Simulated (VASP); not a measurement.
Write the native input for VASP 6.6.1 that does the following.

```yaml
Task: single point
Functional: PBEsol
Potentials_or_basis: VASP PAW PBE potentials, release 64 (Y_sv)
Cutoff: 500 eV
k_mesh: 7 × 7 × 7
Occupations: gaussian, width 0.1 eV
Spin: no spin polarisation
Dipole_correction: no
Further_INCAR_settings: ALGO = Normal; EDIFF = 1e-06; NBANDS = 12
```

The structure of Y lies in POSCAR:

```
Y
1.0
    3.1976133054      0.0000000000      0.0000000000
    0.0000000000      3.1976133054      0.0000000000
    0.0000000000      0.0000000000      3.1976133054
Y
1
Direct
    0.0000000000      0.0000000000      0.0000000000
```

This isn't the form of Y at room conditions, which is hcp.

One way to write it, as run:

INCAR

```
PREC     = Accurate       # precision mode
ENCUT    = 500            # plane-wave cutoff, eV
EDIFF    = 1E-6           # SCF threshold, eV
ISMEAR   = 0              # smearing method
SIGMA    = 0.1            # smearing width, eV
LREAL    = F              # projectors in reciprocal space
LASPH    = T              # aspherical terms in the spheres
NELM     = 120            # most SCF steps
ALGO     = Normal         # electronic algorithm
ISIF     = 2              # what is computed and relaxed
LWAVE    = F              # write WAVECAR
LCHARG   = F              # write CHGCAR
GGA      = PS             # functional
NBANDS   = 12             # bands
GGA_COMPAT= F
```

KPOINTS

```
regular mesh
0
Gamma
  7 7 7
```

Potentials or basis: VASP PAW PBE potentials, release 64 (Y_sv).

Command:

```bash
$ cat potpaw_PBE.64/Y_sv/POTCAR > POTCAR
$ mpirun -np 1 vasp_std > vasp.out
```

It gave:

The pressure is -0.1 GPa and the band gap on the k mesh is zero (an odd number of electrons rules out a gap without spin polarisation).

Caveat: the PAW data sets were made with another functional, which shifts forces and pressure a little.

It took 3.7 s on 1 thread of Intel(R) Xeon(R) 6975P-C (Granite Rapids), on a shared host, peak memory 0.14 GiB.
